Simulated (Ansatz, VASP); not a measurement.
One calculation of Si3N4, two programs

```xyz
14
Lattice="7.6636 0.0000 0.0000 -3.8318 6.6369 0.0000 0.0000 0.0000 2.9264" Properties=species:S:1:pos:R:3 pbc="T T T"
Si    5.2220    1.1616    0.9529
Si    1.6051    5.1032    2.4162
Si    4.0467    3.9416    0.9529
Si   -1.3902    5.4753    2.4162
Si    2.2267    1.5337    0.9529
Si   -0.2149    2.6952    2.4162
N    -1.0282    2.1902    0.9529
N     5.2528    0.2047    2.4162
N     2.4491    4.6514    0.9529
N     4.8600    4.4467    2.4162
N    -1.4210    6.4322    0.9529
N     1.3827    1.9855    2.4162
N     0.0000    4.4246   -0.5103
N     3.8318    2.2123    0.9529
```

Alike in both runs: functional PBE; k mesh 6 × 6 × 8; occupations gaussian, width 0.02 eV; no spin polarisation.

Ansatz relaxed the structure, and its values are those at the end. VASP's run is a single point on that final structure, the one shown.

|  | VASP | Ansatz |
| --- | --- | --- |
| version | VASP 6.6.1 | Ansatz 0.2.0 |
| potentials or method | VASP PAW PBE potentials, release 64 (Si, N), cutoff 520 eV | scalar-relativistic, plane waves, PAW |
| valence electrons in the cell | 64 | 64 |

```tsv
	VASP	Ansatz	Ansatz less VASP
gap on the k mesh at the Fermi level (eV)	4.26	4.27	+0.011
least direct gap on the mesh (eV)	4.44	4.45	+0.011
pressure (GPa)	-0.3	0.0	+0.29
```

The functional is the same, so the differences come from potentials, cutoffs and numerics.
